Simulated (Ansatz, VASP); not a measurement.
**Zn3CdPt: VASP beside Ansatz**

```xyz
5
Lattice="4.8728 0.0000 0.0000 0.0000 4.8728 0.0000 0.0000 0.0000 4.8728" Properties=species:S:1:pos:R:3 pbc="T T T"
Zn    2.4364    2.4364    0.0000
Zn    0.0000    2.4364    2.4364
Zn    2.4364    0.0000    2.4364
Cd    0.0000    0.0000    0.0000
Pt    2.4364    2.4364    2.4364
```

Change from the starting cell: species swapped into the Tb3InN type (Pm-3m, No. 221).

Alike in both runs: functional PBE; k mesh 8 × 8 × 8; occupations gaussian, width 0.1 eV; no spin polarisation.

Ansatz relaxed the structure, and its values are those at the end. VASP's run is a single point on that final structure, the one shown.

|  | VASP | Ansatz |
| --- | --- | --- |
| version | VASP 6.6.1 | Ansatz 0.2.0 |
| potentials or method | VASP PAW PBE potentials, release 64 (Zn, Cd, Pt), cutoff 520 eV | scalar-relativistic, plane waves, PAW |
| valence electrons in the cell | 58 | 74 |

```tsv
	VASP	Ansatz	Ansatz less VASP
gap on the k mesh at the Fermi level (eV)	none	none	-
pressure (GPa)	0.2	0.0	-0.18
```

A gap of «none» marks a metal or a gap that the smearing closes. VASP's potentials hold 58 valence electrons a cell and Ansatz's 74, so a difference there can come from the potentials and not from the codes.

Spin-orbit coupling is off throughout.
